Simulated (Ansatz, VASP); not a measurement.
# KBr3: VASP beside Ansatz

```
K Br
1.0
     4.91626    0.00000    0.00000
     0.00000    4.91626    0.00000
     0.00000    0.00000    4.91626
K Br
1 3
Direct
  0.00000 0.00000 0.00000
  0.00000 0.50000 0.50000
  0.50000 0.00000 0.50000
  0.50000 0.50000 0.00000
```

Alike in both runs: functional r2SCAN; k mesh 10 × 10 × 10; occupations gaussian, width 0.1 eV; no spin polarisation.

Ansatz relaxed the structure, and its values are those at the end. VASP's run is a single point on that final structure, the one shown.

|  | VASP | Ansatz |
| --- | --- | --- |
| version | VASP 6.6.1 | Ansatz 0.2.0 |
| potentials or method | VASP PAW PBE potentials, release 64 (K_sv, Br), cutoff 520 eV | scalar-relativistic, plane waves, PAW |
| valence electrons in the cell | 30 | 30 |

|  | VASP | Ansatz | Ansatz less VASP |
| --- | --- | --- | --- |
| gap on the k mesh at the Fermi level (eV) | none | none | - |
| pressure (GPa) | 0.0 | 0.0 | +0.01 |

VASP's potentials were made for PBE, not for r2SCAN. A gap of «none» marks a metal or a gap that the smearing closes. With one functional, cell and mesh, what is left measures potentials, basis and numerics.
